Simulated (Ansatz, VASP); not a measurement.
# Two plane-wave programs on Ge

Contents of INCAR:

```
  PREC = Accurate
  ENCUT = 520
  EDIFF = 1E-6
  ISMEAR = 0
  SIGMA = 0.1
  LREAL = F
  LASPH = T
  NELM = 80
  ALGO = Normal
  ISIF = 2
  LWAVE = F
  LCHARG = F
  NBANDS = 21
```

Contents of KPOINTS:

```
regular mesh
0
Gamma
  6 6 6
```

The input POSCAR:

```
Ge
1.0
    0.0000000000      2.8287700000      2.8287700000
    2.8287700000      0.0000000000      2.8287700000
    2.8287700000      2.8287700000      0.0000000000
Ge
2
Direct
    0.5000000000      0.5000000000      0.5000000000
    0.7500000000      0.7500000000      0.7500000000
```

Input for Ansatz:

```yaml
crystal:
  lattice:
    - [0.0, 2.82877, 2.82877]
    - [2.82877, 0.0, 2.82877]
    - [2.82877, 2.82877, 0.0]
  atoms:
    - { symbol: Ge, position: [0.5, 0.5, 0.5] }
    - { symbol: Ge, position: [0.75, 0.75, 0.75] }
basis:
  ecutwfc: 420
kpoints:
  mp_grid: { grid: [6, 6, 6] }
hamiltonian:
  xc: lda
  pseudopotentials: { kind: paw, azcp: { folder: soft_1 } }
scf:
  occupations: { method: gaussian, width: 0.1 }
output:
  forces: true
  stress: true
  eigenvalues: true
```

Alike in both runs: task single point; functional LDA; k mesh 6 × 6 × 6; occupations gaussian, width 0.1 eV; no spin polarisation.

|  | VASP | Ansatz |
| --- | --- | --- |
| version | VASP 6.6.1 | Ansatz 0.2.0 |
| potentials or method | VASP PAW LDA potentials, release 64 (Ge_d), cutoff 520 eV | scalar-relativistic, plane waves, PAW |
| valence electrons in the cell | 28 | 28 |

|  | VASP | Ansatz | Ansatz less VASP |
| --- | --- | --- | --- |
| gap on the k mesh at the Fermi level (eV) | none | none | - |
| pressure (GPa) | -1.0 | -1.2 | -0.21 |

Ansatz warns that its potentials were made for another functional, while VASP's fit it. LDA's correlation is that of Perdew and Zunger in VASP and of Perdew and Wang (1992) in Ansatz. A gap of «none» marks a metal or a gap that the smearing closes.
